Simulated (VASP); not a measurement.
Zr3C2, 5 atoms in the cell. It takes space group Cmmm (No. 65, orthorhombic). Conventional cell: a = 6.754 Å, b = 9.779 Å, c = 2.992 Å, α = 90.00°, β = 90.00°, γ = 90.00°. Within 2.7 Å of Zr (site symmetry m2m) lie 2 C at 2.04 Å and 1 Zr at 2.59 Å. Within 4.0 Å of Zr (site symmetry mmm) lie 14 Zr at 2.99 to 3.91 Å and 8 C at 3.33 Å. C (site symmetry 2/m) has 2 Zr at 2.04 Å within 2.7 Å. The cell was generated, and may not be a known phase.

| Item | Value |
| --- | --- |
| Program | VASP 6.6.1 |
| Task | single point |
| Functional | PBE |
| Potentials or basis | VASP PAW PBE potentials, release 64 (Zr_sv, C) |
| Cutoff | 520 eV |
| k mesh | 4 × 4 × 6 |
| Occupations | gaussian, width 0.1 eV |
| Spin | no spin polarisation |
| Dipole correction | no |
| Further INCAR settings | ALGO = Normal; EDIFF = 1e-06; NBANDS = 30 |

Potentials or basis: VASP PAW PBE potentials, release 64 (Zr_sv, C).

Run with:

```sh
$ cat potpaw_PBE.64/Zr_sv/POTCAR potpaw_PBE.64/C/POTCAR > POTCAR
$ mpirun -np 1 vasp_std > vasp.out
```

Hardware: 1 thread of Intel(R) Xeon(R) Platinum 8488C (Sapphire Rapids) (shared host).

Problem. Estimate the wall time of this run.

Solution. Run time: 60 s on 1 thread of Intel(R) Xeon(R) Platinum 8488C (Sapphire Rapids), with other jobs on the host, peak memory 0.25 GiB. Counts: scf iterations 15, k points 28.
